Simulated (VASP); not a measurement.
Here is a VASP 6.6.1 calculation.

File INCAR:

```
  PREC = Accurate
  ENCUT = 500
  EDIFF = 1E-8
  ISMEAR = -1
  SIGMA = 0.15
  LREAL = F
  LASPH = T
  NELM = 120
  ALGO = Normal
  ISIF = 2
  LWAVE = F
  LCHARG = F
  GGA = PE
  IBRION = 8
  NSW = 1
  GGA_COMPAT = F
```

KPOINTS

```
regular mesh
0
Gamma
  18 18 10
```

Contents of POSCAR:

```
Ru
1.0
    2.7222232901      0.0000000000      0.0000000000
   -1.3611116451      2.3575145240      0.0000000000
    0.0000000000      0.0000000000      4.2973136336
Ru
2
Direct
    0.3333333333      0.6666666667      0.2500000000
    0.6666666667      0.3333333333      0.7500000000
```

Potentials or basis: VASP PAW PBE potentials, release 64 (Ru_pv).

Run with:

```bash
$ cat potpaw_PBE.64/Ru_pv/POTCAR > POTCAR
$ mpirun -np 1 vasp_std > vasp.out
```

Question: Predict the highest phonon frequency at Γ.

Answer: 248 cm⁻¹.

Phonon frequencies in cm⁻¹ (negative: imaginary):
| q point | frequencies |
| --- | --- |
| (0.000, 0.000, 0.000) | 0 0 0 190 190 248 |
